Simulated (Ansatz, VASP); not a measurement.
# Cd4Te in VASP and in Ansatz

```xyz
5
Lattice="5.3613 0.0000 0.0000 0.0000 5.3613 0.0000 0.0000 0.0000 5.3613" Properties=species:S:1:pos:R:3 pbc="T T T"
Cd    0.0000    2.6806    2.6806
Cd    2.6806    0.0000    2.6806
Cd    2.6806    2.6806    0.0000
Cd    0.0000    0.0000    0.0000
Te    2.6806    2.6806    2.6806
```

Alike in both runs: task single point; functional PBE; k mesh 4 × 4 × 4; occupations gaussian, width 0.1 eV; no spin polarisation.

|  | VASP | Ansatz |
| --- | --- | --- |
| version | VASP 6.6.1 | Ansatz 0.2.0 |
| potentials or method | VASP PAW PBE potentials, release 64 (Cd, Te), cutoff 520 eV | scalar-relativistic, plane waves, PAW |
| valence electrons in the cell | 54 | 96 |

```tsv
	VASP	Ansatz	Ansatz less VASP
gap on the k mesh at the Fermi level (eV)	none	none	-
pressure (GPa)	7.1	6.9	-0.23
```

A gap of «none» marks a metal or a gap that the smearing closes. With one functional, cell and mesh, what is left measures potentials, basis and numerics. VASP's potentials hold 54 valence electrons a cell and Ansatz's 96, so a difference there can come from the potentials and not from the codes.

Neither program's run includes spin-orbit coupling.
